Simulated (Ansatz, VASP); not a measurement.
## LiF in VASP and in Ansatz

File INCAR:

```
SYSTEM = LiF
ALGO     = Normal         ! electronic algorithm
EDIFF    = 1E-6           ! SCF threshold, eV
ENCUT    = 750            ! plane-wave cutoff, eV
GGA      = PE             ! functional
GGA_COMPAT= .FALSE.      
ISIF     = 2              ! what is computed and relaxed
ISMEAR   = 0              ! smearing method
LASPH    = .TRUE.         ! aspherical terms in the spheres
LCHARG   = .FALSE.        ! write CHGCAR
LREAL    = .FALSE.        ! projectors in reciprocal space
LWAVE    = .FALSE.        ! write WAVECAR
NBANDS   = 12             ! bands
NELM     = 120            ! most SCF steps
PREC     = Accurate       ! precision mode
SIGMA    = 0.1            ! smearing width, eV
```

Contents of KPOINTS:

```
k-points
0
G
  6 6 6
  0 0 0
```

The input POSCAR:

```
LiF
1.0
    0.0000000000      2.0417135738      2.0417135738
    2.0417135738      0.0000000000      2.0417135738
    2.0417135738      2.0417135738      0.0000000000
Li F
1 1
Direct
    0.0000000000      0.0000000000      0.0000000000
    0.5000000000      0.5000000000      0.5000000000
```

Input for Ansatz:

```yaml
crystal:
  lattice:
    - [0.0, 2.0417135738, 2.0417135738]
    - [2.0417135738, 0.0, 2.0417135738]
    - [2.0417135738, 2.0417135738, 0.0]
  atoms:
    - { symbol: Li, position: [0.0, 0.0, 0.0] }
    - { symbol: F, position: [0.5, 0.5, 0.5] }
basis:
  ecutwfc: 420
kpoints:
  mp_grid: { grid: [6, 6, 6] }
hamiltonian:
  xc: pbe
scf:
  occupations: { method: gaussian, width: 0.1 }
output:
  forces: true
  stress: true
  eigenvalues: true
```

Alike in both runs: task single point; functional PBE; k mesh 6 × 6 × 6; occupations gaussian, width 0.1 eV; no spin polarisation.

```csv
,VASP,Ansatz
version,VASP 6.6.1,Ansatz 0.2.0
potentials or method,"VASP PAW PBE potentials, release 64 (Li_sv, F), cutoff 750 eV","scalar-relativistic, plane waves, PAW"
valence electrons in the cell,10,10
```

```csv
,VASP,Ansatz,Ansatz less VASP
gap on the k mesh at the Fermi level (eV),8.72,8.73,+0.012
least direct gap on the mesh (eV),8.72,8.73,+0.012
pressure (GPa),-1.5,-0.7,+0.71
```

The k mesh is coarse, so the values compare programs but aren't converged.
